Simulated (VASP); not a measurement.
# NaF in VASP: notebook

Aim: see how the results for NaF move with the level of theory and the settings. Levels: PBE, PBEsol. Tasks: single point.

Program: VASP 6.6.1. These are calculated values, not measurements. Logs are shortened: lines on timing, memory, paths and dates and some standing lists are left out, and cuts for length are marked.

## Step 1: The cell of the first run

Symmetry: Fm-3m, No. 225, cubic system. Conventional cell: a = 4.925 Å, b = 4.925 Å, c = 4.925 Å, α = 90.00°, β = 90.00°, γ = 90.00°. Within 3.3 Å of Na (site symmetry m-3m) lie 6 F at 2.46 Å. Within 3.3 Å of F (site symmetry m-3m) lie 6 Na at 2.46 Å.

## Step 2: Single point, PBE

INCAR reads:

```
SYSTEM = NaF
PREC = Accurate ; ENCUT = 600
EDIFF = 1E-6 ; ISMEAR = 0
SIGMA = 0.1 ; LREAL = .False.
LASPH = .True. ; NELM = 120
ALGO = Normal ; ISIF = 2
LWAVE = .False. ; LCHARG = .False.
GGA = PE ; NBANDS = 14
GGA_COMPAT = .False.
```

KPOINTS reads:

```
regular mesh
0
Gamma
  8 8 8
  0 0 0
```

POSCAR reads:

```
NaF
1.0
    0.0000000000      2.4624050230      2.4624050230
    2.4624050230      0.0000000000      2.4624050230
    2.4624050230      2.4624050230      0.0000000000
Na F
1 1
Direct
    0.0000000000      0.0000000000      0.0000000000
    0.5000000000      0.5000000000      0.5000000000
```

Potentials or basis: VASP PAW PBE potentials, release 64 (Na_pv, F).

On the command line:

```console
$ cat potpaw_PBE.64/Na_pv/POTCAR potpaw_PBE.64/F/POTCAR > POTCAR
$ mpirun -np 1 vasp_std > vasp.out
```

OUTCAR:

```text
SYSTEM = NaF
   PREC = Accurate
   ENCUT = 600
   EDIFF = 1E-6
   ISMEAR = 0
   LREAL = .False.
   LASPH = .True.
   NELM = 120
   ISIF = 2
   GGA = PE

 ion  position               nearest neighbor table
   1  0.000  0.000  0.000-
   2  0.500  0.500  0.500-

  LATTYP: Found a face centered cubic cell.
 ALAT       =     4.9248100460

  Lattice vectors:

 A1 = (   0.0000000000,   2.4624050230,   2.4624050230)
 A2 = (   2.4624050230,   0.0000000000,   2.4624050230)
 A3 = (   2.4624050230,   2.4624050230,   0.0000000000)

Analysis of symmetry for initial positions (statically):
=====================================================================
 Subroutine PRICEL returns:
 Original cell was already a primitive cell.

 Routine SETGRP: Setting up the symmetry group for a
 face centered cubic supercell.

 Subroutine GETGRP returns: Found 48 space group operations
 (whereof 48 operations were pure point group operations)
 out of a pool of 48 trial point group operations.

The static configuration has the point symmetry O_h .

Analysis of symmetry for dynamics (positions and initial velocities):
=====================================================================
 Subroutine PRICEL returns:
 Original cell was already a primitive cell.

 Routine SETGRP: Setting up the symmetry group for a
 face centered cubic supercell.

 Subroutine GETGRP returns: Found 48 space group operations
 (whereof 48 operations were pure point group operations)
 out of a pool of 48 trial point group operations.

The dynamic configuration has the point symmetry O_h .

 Subroutine INISYM returns: Found 48 space group operations
 (whereof 48 operations are pure point group operations),
 and found     1 'primitive' translations

----------------------------------------------------------------------------------------

                                     Primitive cell

  volume of cell :      29.8613

  direct lattice vectors                    reciprocal lattice vectors
     0.000000000  2.462405023  2.462405023    -0.203053517  0.203053517  0.203053517
     2.462405023  0.000000000  2.462405023     0.203053517 -0.203053517  0.203053517
     2.462405023  2.462405023  0.000000000     0.203053517  0.203053517 -0.203053517

  length of vectors
     3.482366580  3.482366580  3.482366580     0.351699008  0.351699008  0.351699008

  position of ions in fractional coordinates (direct lattice)
     0.000000000  0.000000000  0.000000000
     0.500000000  0.500000000  0.500000000

  ion indices of the primitive-cell ions
   primitive index   ion index
                 1           1
                 2           2

----------------------------------------------------------------------------------------

 KPOINTS: regular mesh

Automatic generation of k-mesh.
 Grid dimensions read from file:
 generate k-points for:    8    8    8

 Generating k-lattice:

  Cartesian coordinates                     Fractional coordinates (reciprocal lattice)
    -0.025381690  0.025381690  0.025381690     0.125000000  0.000000000  0.000000000
     0.025381690 -0.025381690  0.025381690     0.000000000  0.125000000  0.000000000
     0.025381690  0.025381690 -0.025381690     0.000000000  0.000000000  0.125000000

  Length of vectors
     0.043962376  0.043962376  0.043962376

  Shift w.r.t. Gamma in fractional coordinates (k-lattice)
     0.000000000  0.000000000  0.000000000

 Subroutine IBZKPT returns following result:
 ===========================================

 Found     29 irreducible k-points:

 Following reciprocal coordinates:
            Coordinates               Weight
  0.000000  0.000000  0.000000      1.000000
  0.125000  0.000000  0.000000      8.000000
  0.250000  0.000000  0.000000      8.000000
  0.375000  0.000000  0.000000      8.000000
  0.500000  0.000000  0.000000      4.000000
  0.125000  0.125000  0.000000      6.000000
[... 16 lines left out ...]
  0.500000  0.250000  0.125000     48.000000
 -0.375000  0.250000  0.125000     24.000000
 [... further k-points ...]
   k-points           NKPTS =     29   k-points in BZ     NKDIM =     29   number of bands    NBANDS=     14
   number of dos      NEDOS =    301   number of ions     NIONS =      2
   total plane-waves  NPLWV =  21952
   dimension x,y,z NGX =    28 NGY =   28 NGZ =   28
   dimension x,y,z NGXF=    56 NGYF=   56 NGZF=   56
   ions per type =               1   1
   NGX,Y,Z   is equivalent  to a cutoff of  13.37, 13.37, 13.37 a.u.
   NGXF,Y,Z  is equivalent  to a cutoff of  26.73, 26.73, 26.73 a.u.
 SYSTEM =  NaF
   PREC   = accura    normal or accurate (medium, high low for compatibility)
   ISTART =      0    job   : 0-new  1-cont  2-samecut
   ICHARG =      2    charge: 1-file 2-atom 10-const
   ISPIN  =      1    spin polarized calculation?
   LNONCOLLINEAR =      F non collinear calculations
   LSORBIT =      F    spin-orbit coupling
   LASPH  =      T    aspherical Exc in radial PAW
   ENCUT  =  600.0 eV  44.10 Ry    6.64 a.u.   6.96  6.96  6.96*2*pi/ulx,y,z
   NELM   =    120;   NELMIN=  2; NELMDL= -5     # of ELM steps
   EDIFF  = 0.1E-05   stopping-criterion for ELM
   LREAL  =      F    real-space projection
   EDIFFG = 0.1E-04   stopping-criterion for IOM
   NSW    =      0    number of steps for IOM
   IBRION =     -1    ionic relax: 0-MD 1-quasi-New 2-CG
   NFREE  =      0    steps in history (QN), initial steepest desc. (CG)
   ISIF   =      2    stress and relaxation
   ISYM   =      2    0-nonsym 1-usesym 2-fastsym
   POTIM  = 0.5000    time-step for ionic-motion
   TEBEG  =    0.0;   TEEND  =   0.0 temperature during run
   PSTRESS=    0.0 pullay stress
   NELECT =      14.0000    total number of electrons
   NUPDOWN=      -1.0000    fix difference up-down
   EMIN   =  10.00;   EMAX   =-10.00  energy-range for DOS
   EFERMI =   0.00;   METHOD = LEGACY
   ISMEAR =     0;   SIGMA  =   0.10  broadening in eV -4-tet -1-fermi 0-gaus
   EFERMI_NEDOS =   21; number of points for ismear=-14 and -15
   IALGO  =     38    algorithm
   IMIX   =      4    mixing-type and parameters
     AMIX     =   0.40;   BMIX     =  1.00
     AMIX_MAG =   1.60;   BMIX_MAG =  1.00
  volume/ion in A,a.u.               =      14.93       100.76
  Fermi-wavevector in a.u.,A,eV,Ry     =   1.271788  2.403331 22.006668  1.617444
  Thomas-Fermi vector in A             =   2.404702
   LORBIT       =      0    0 simple, 1 ext, 2 COOP (PROOUT), +10 PAW based schemes
   GGA     = PE    functional components
   LHFCALC =     F    Hartree Fock is set to
   AEXX    =    0.0000 exact exchange contribution
   IVDW    =     0    specifies the selected vdW correction
   LEPSILON=     F    determine dielectric tensor
   LRPA    =     F    only Hartree local field effects (RPA)
 non-spin polarized calculation
 Gauss-broadening in eV      SIGMA  =   0.10
  energy-cutoff  :      600.00
  volume of cell :       29.86
 maximum number of plane-waves:      1012
   NGX = 13   NGY = 13   NGZ = 13

 number of electron      14.0000015 magnetization

 Free energy of the ion-electron system (eV)
  ---------------------------------------------------
  ext. energy  EPLUGINS =         0.00000000
  ---------------------------------------------------
  free energy    TOTEN  =        -8.51031099 eV

  energy without entropy =       -8.51031099  energy(sigma->0) =       -8.51031099

 E-fermi :  -2.2376     XC(G=0):  -8.3200

 val. band max:       -2.7725610522   @ k =   0.0000   0.0000   0.0000
 cond. band min:       2.6461232554   @ k =   0.0000   0.0000   0.0000
 fundamental gap:      5.4186843076
 Fermi energy:        -2.2375682945

 k-point     1 :       0.0000    0.0000    0.0000
  band No.  band energies     occupation
      1     -22.3004      2.00000
      2     -22.3004      2.00000
      3     -22.3004      2.00000
      4     -21.6861      2.00000
      5      -2.7726      2.00000
      6      -2.7726      2.00000
      7      -2.7726      2.00000
      8       2.6461      0.00000
      9      14.9030      0.00000
     10      14.9030      0.00000
     11      14.9030      0.00000
     12      17.4174      0.00000
     13      19.3913      0.00000
     14      19.3913      0.00000

 k-point     2 :       0.1250    0.0000    0.0000
  band No.  band energies     occupation
      1     -22.3679      2.00000
      2     -22.3015      2.00000
      3     -22.3015      2.00000
      4     -21.6065      2.00000
      5      -3.0041      2.00000
      6      -2.7989      2.00000
      7      -2.7989      2.00000
      8       3.1240      0.00000
      9      13.2530      0.00000
     10      15.0632      0.00000
     11      15.0632      0.00000
     12      18.6500      0.00000
     13      18.6500      0.00000
     14      18.8694      0.00000

 k-point     3 :       0.2500    0.0000    0.0000
  band No.  band energies     occupation
      1     -22.4897      2.00000
      2     -22.3041      2.00000
      3     -22.3041      2.00000
      4     -21.4551      2.00000
      5      -3.4729      2.00000
      6      -2.8619      2.00000
      7      -2.8619      2.00000
      8       4.3076      0.00000
      9      11.1848      0.00000
     10      15.3627      0.00000
     11      15.3627      0.00000
     12      17.9741      0.00000
     13      17.9741      0.00000
     14      18.9193      0.00000
[... 324 lines left out ...]
 k-point    23 :       0.5000    0.2500    0.1250
  band No.  band energies     occupation
      1     -22.5232      2.00000
      2     -22.3274      2.00000
      3     -22.3135      2.00000
      4     -21.3731      2.00000
      5      -3.7352      2.00000
      6      -3.1581      2.00000
      7      -2.9902      2.00000
      8       6.6212      0.00000
      9       9.6616      0.00000
     10      12.7455      0.00000
     11      14.4900      0.00000
     12      16.9117      0.00000
     13      18.6851      0.00000
     14      22.0649      0.00000

 k-point    24 :      -0.3750    0.2500    0.1250
  band No.  band energies     occupation
      1     -22.5357      2.00000
      2     -22.3292      2.00000
      3     -22.3169      2.00000
      4     -21.3508      2.00000
      5      -3.7918      2.00000
      6      -3.2144      2.00000
      7      -3.0199      2.00000
      8       7.8593      0.00000
      9       8.5275      0.00000
     10      12.5267      0.00000
     11      14.1850      0.00000
     12      17.3856      0.00000
     13      18.2923      0.00000
     14      22.4360      0.00000

 [... further k-points ...]
[... 5 lines left out ...]
  --------------------------------------------------------------------------------------
  -------------------------------------------------------------------------------------
  Total       -0.8888172     -0.8888172     -0.8888172      0.0000000      0.0000000      0.0000000
  in kB      -47.6885990    -47.6885990    -47.6885990      0.0000000      0.0000000      0.0000000
  external PRESSURE =     -47.6885990 kB  Pullay stress =       0.0000000 kB

 VOLUME and BASIS-vectors are now :
 -----------------------------------------------------------------------------
  energy-cutoff  :      600.00
  volume of cell :       29.86
      direct lattice vectors                 reciprocal lattice vectors
     0.000000000  2.462405023  2.462405023    -0.203053517  0.203053517  0.203053517
     2.462405023  0.000000000  2.462405023     0.203053517 -0.203053517  0.203053517
     2.462405023  2.462405023  0.000000000     0.203053517  0.203053517 -0.203053517

 POSITION                                       TOTAL-FORCE (eV/Angst)
 -----------------------------------------------------------------------------------
      0.00000      0.00000      0.00000        -0.000000     -0.000000      0.000000
      2.46241      2.46241      2.46241         0.000000      0.000000     -0.000000
 -----------------------------------------------------------------------------------
    total drift:                                0.000000      0.000000      0.000000

  FREE ENERGIE OF THE ION-ELECTRON SYSTEM (eV)
  ---------------------------------------------------
  free  energy   TOTEN  =        -8.5103109931 eV

  energy  without entropy=       -8.5103109931  energy(sigma->0) =       -8.51031099
```

Wall time 6.8 s (1 thread of AMD EPYC 9R45 (Zen 5), shared host); peak memory 0.12 GiB.

What came out:

| Property | Result |
| --- | --- |
| Free energy | -8.5103 eV |
| Pressure | -4.8 GPa |
| Band gap on the k mesh | 5.42 eV |

Caveat: the cell stands under tension.

## Step 3: Single point, PBEsol, collinear spin, zero start

This run uses another cell than the first one, of 11.94 Å³/atom.

INCAR reads:

```
SYSTEM = NaF
  PREC = Accurate
  ENCUT = 600
  EDIFF = 1E-6
  ISMEAR = 0
  SIGMA = 0.01
  LREAL = .FALSE.
  LASPH = .TRUE.
  NELM = 200
  ALGO = Normal
  ISIF = 2
  LWAVE = .FALSE.
  LCHARG = .FALSE.
  ISPIN = 2
  MAGMOM = 0 0
  LORBIT = 11
  GGA = PS
  NBANDS = 18
  GGA_COMPAT = .FALSE.
```

KPOINTS reads:

```
Automatic mesh
0
G
  8 8 8
  0 0 0
```

POSCAR reads:

```
NaF
1.0
    0.0000000000      2.2858943317      2.2858943317
    2.2858943317      0.0000000000      2.2858943317
    2.2858943317      2.2858943317      0.0000000000
Na F
1 1
Direct
    0.0000000000      0.0000000000      0.0000000000
    0.5000000000      0.5000000000      0.5000000000
```

Potentials or basis: VASP PAW PBE potentials, release 64 (Na_pv, F).

On the command line:

```console
$ cat potpaw_PBE.64/Na_pv/POTCAR potpaw_PBE.64/F/POTCAR > POTCAR
$ mpirun -np 1 vasp_std > vasp.out
```

OUTCAR:

```text
SYSTEM = NaF
   PREC = Accurate
   ENCUT = 600
   EDIFF = 1E-6
   ISMEAR = 0
   LREAL = .FALSE.
   LASPH = .TRUE.
   NELM = 200
   ISIF = 2
   ISPIN = 2
   LORBIT = 11
   GGA = PS

 ion  position               nearest neighbor table
   1  0.000  0.000  0.000-   2 2.29   2 2.29   2 2.29   2 2.29   2 2.29   2 2.29
   2  0.500  0.500  0.500-   1 2.29   1 2.29   1 2.29   1 2.29   1 2.29   1 2.29

  LATTYP: Found a face centered cubic cell.
 ALAT       =     4.5717886634

  Lattice vectors:

 A1 = (   0.0000000000,   2.2858943317,   2.2858943317)
 A2 = (   2.2858943317,   0.0000000000,   2.2858943317)
 A3 = (   2.2858943317,   2.2858943317,   0.0000000000)

[... 1223 lines left out ...]

 VOLUME and BASIS-vectors are now :
 -----------------------------------------------------------------------------
  energy-cutoff  :      600.00
  volume of cell :       23.89
      direct lattice vectors                 reciprocal lattice vectors
     0.000000000  2.285894332  2.285894332    -0.218732770  0.218732770  0.218732770
     2.285894332  0.000000000  2.285894332     0.218732770 -0.218732770  0.218732770
     2.285894332  2.285894332  0.000000000     0.218732770  0.218732770 -0.218732770

 POSITION                                       TOTAL-FORCE (eV/Angst)
 -----------------------------------------------------------------------------------
      0.00000      0.00000      0.00000        -0.000000      0.000000     -0.000000
      2.28589      2.28589      2.28589         0.000000     -0.000000      0.000000
 -----------------------------------------------------------------------------------
    total drift:                                0.000000      0.000000      0.000000

  FREE ENERGIE OF THE ION-ELECTRON SYSTEM (eV)
  ---------------------------------------------------
  free  energy   TOTEN  =        -8.7636417841 eV

  energy  without entropy=       -8.7636417841  energy(sigma->0) =       -8.76364178

 total charge

# of ion       s       p       d       tot
------------------------------------------
    1        0.055   6.002   0.000   6.056
    2        1.722   4.378   0.000   6.100
--------------------------------------------------
tot          1.776  10.380   0.000  12.156

 magnetization (x)

# of ion       s       p       d       tot
------------------------------------------
    1        0.000  -0.000   0.000   0.000
    2        0.000  -0.000   0.000   0.000
--------------------------------------------------
tot          0.000  -0.000   0.000   0.000
```

OSZICAR:

```text
N       E                     dE             d eps       ncg     rms          rms(c)
DAV:   1     0.119082892076E+03    0.11908E+03   -0.76343E+03  2104   0.106E+03
DAV:   2    -0.296223680947E+01   -0.12205E+03   -0.11267E+03  2360   0.310E+02
DAV:   3    -0.947889584058E+01   -0.65167E+01   -0.64891E+01  2438   0.639E+01
DAV:   4    -0.952755065245E+01   -0.48655E-01   -0.48643E-01  2424   0.571E+00
DAV:   5    -0.952783669143E+01   -0.28604E-03   -0.28603E-03  2402   0.444E-01    0.491E+00
DAV:   6    -0.877871964084E+01    0.74912E+00   -0.20391E+00  2548   0.115E+01    0.178E+00
DAV:   7    -0.876487129523E+01    0.13848E-01   -0.32187E-02  2218   0.172E+00    0.103E+00
DAV:   8    -0.876339001513E+01    0.14813E-02   -0.24665E-02  2276   0.256E+00    0.162E-01
DAV:   9    -0.876369383035E+01   -0.30382E-03   -0.34496E-03  2362   0.479E-01    0.110E-01
DAV:  10    -0.876363851796E+01    0.55312E-04   -0.69199E-04  2426   0.266E-01    0.105E-02
DAV:  11    -0.876364157116E+01   -0.30532E-05   -0.29616E-05  2450   0.909E-02    0.691E-03
DAV:  12    -0.876364178410E+01   -0.21294E-06   -0.46147E-06  2322   0.182E-02
   1 F= -.87636418E+01 E0= -.87636418E+01  d E =-.465542E-73  mag=     0.0000
```

It took 16 s on 1 thread of AMD EPYC 9R45 (Zen 5), shared host; peak memory 0.14 GiB.

What came out:

| Item | Value |
| --- | --- |
| Free energy | -8.7636 eV |
| Pressure | 1.9 GPa |
| Band gap on the k mesh | 6.38 eV |
| Net moment | 0.00 μB per cell |
| Valence electrons inside the program's atomic spheres | Na 6.06; F 6.10 |

Caveat: the PAW data sets were made with another functional, which shifts forces and pressure a little.

## Step 4: Single point, PBE

This run uses another cell than the first one, of 11.94 Å³/atom.

INCAR reads:

```
  ALGO = Normal
  EDIFF = 1E-6
  ENCUT = 600
  GGA = PE
  GGA_COMPAT = F
  ISIF = 2
  ISMEAR = 0
  LASPH = T
  LCHARG = F
  LREAL = F
  LWAVE = F
  NBANDS = 14
  NELM = 120
  PREC = Accurate
  SIGMA = 0.1
```

KPOINTS reads:

```
k-points
0
Gamma
  8 8 8
```

POSCAR: that of step 3 with these lines changed.

```diff
@@ -9,2 +9,2 @@
     0.0000000000      0.0000000000      0.0000000000
-    0.5000000000      0.5000000000      0.5000000000
+    0.4890633615      0.5109366385      0.5109366385
```

On the command line:

```console
$ cat potpaw_PBE.64/Na_pv/POTCAR potpaw_PBE.64/F/POTCAR > POTCAR
$ mpirun -np 1 vasp_std > vasp.out
```

It took 12 s on 1 thread of AMD EPYC 9R45 (Zen 5), shared host; peak memory 0.13 GiB.

Results (log left out):

```yaml
Free_energy: -8.5384 eV
Pressure: 4.4 GPa
Largest_force: 0.148 eV/Å
Band_gap_on_the_k_mesh: 6.53 eV
```

Forces in eV/Å, atoms in the order of the input:
```
Na   0.148  0.000  0.000
F   -0.148  0.000  0.000
```

Stress tensor (GPa, compression positive):
```
4.66 0.00 0.00
0.00 4.30 0.00
0.00 0.00 4.30
```

Levels at points of the mesh, in eV from the valence-band top:
| k point | band 3 | band 4 | band 5 | band 6 | band 7 | band 8 | band 9 | band 10 | band 11 | band 12 |
| --- | --- | --- | --- | --- | --- | --- | --- | --- | --- | --- |
| (0.00, 0.00, 0.00) | -18.82 | -18.82 | 0.00 | 0.00 | 0.00 | 6.53 | 19.27 | 19.28 | 19.28 | 22.22 |
| (0.50, 0.00, 0.00) | -18.84 | -18.06 | -1.68 | -0.27 | -0.27 | 11.04 | 12.82 | 20.55 | 20.55 | 23.42 |
| (0.50, 0.50, 0.00) | -18.88 | -18.84 | -1.33 | -0.42 | -0.42 | 13.45 | 13.50 | 14.00 | 20.30 | 20.32 |
| (0.00, 0.50, 0.50) | -18.88 | -18.88 | -1.33 | -0.42 | -0.42 | 13.45 | 13.46 | 14.04 | 20.31 | 20.31 |

Caveat: the cell stands under pressure.

## Step 5: The runs side by side

```csv
level,spin,cell,smearing,gap on the mesh (eV),pressure (GPa)
PBE,off,"a = 3.482 Å, angles 60.0°, 2 atoms, atomic positions A",gaussian 0.1 eV,5.42,-4.8
PBEsol,"collinear, zero start","a = 3.233 Å, angles 60.0°, 2 atoms, atomic positions A",gaussian 0.01 eV,6.38,1.9
PBE,off,"a = 3.233 Å, angles 60.0°, 2 atoms, atomic positions B",gaussian 0.1 eV,6.53,4.4
```

Alike in all rows: task single point; potentials or basis VASP PAW PBE potentials, release 64 (Na_pv, F); k mesh 8 × 8 × 8; cutoff (eV) 600.

Caveats: the cell stands under tension (at least some runs); the PAW data sets were made with another functional, which shifts forces and pressure a little (at least some runs); the cell stands under pressure (at least some runs).

Total energies depend on the potentials used, so only differences within one code and one set of settings carry meaning.
